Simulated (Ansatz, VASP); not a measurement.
SiNi in VASP and in Ansatz

```
CELL_PARAMETERS angstrom
4.60723 0.00000 0.00000
0.00000 4.60723 0.00000
0.00000 0.00000 4.60723
ATOMIC_POSITIONS crystal
Si 0.84566 0.84566 0.84566
Si 0.65434 0.15434 0.34566
Si 0.34566 0.65434 0.15434
Si 0.15434 0.34566 0.65434
Ni 0.14681 0.14681 0.14681
Ni 0.35319 0.85319 0.64681
Ni 0.64681 0.35319 0.85319
Ni 0.85319 0.64681 0.35319
```

Alike in both runs: functional PBE; k mesh 8 × 8 × 8; occupations gaussian, width 0.1 eV; no spin polarisation.

Ansatz relaxed the structure, and its values are those at the end. VASP's run is a single point on that final structure, the one shown.

```csv
,VASP,Ansatz
version,VASP 6.6.1,Ansatz 0.2.0
potentials or method,"VASP PAW PBE potentials, release 64 (Si, Ni), cutoff 520 eV","scalar-relativistic, plane waves, PAW"
valence electrons in the cell,56,88
```

VASP gave:

```
gap on the k mesh at the Fermi level (eV) : none
pressure (GPa)                            : -8.9
```

Q: Estimate Ansatz's values.

A: gap on the k mesh at the Fermi level (eV): none; pressure (GPa): -9.1.

A gap of «none» marks a metal or a gap that the smearing closes. VASP's potentials hold 56 valence electrons a cell and Ansatz's 88, so a difference there can come from the potentials and not from the codes. Ansatz's warnings: stress scf threshold loose.
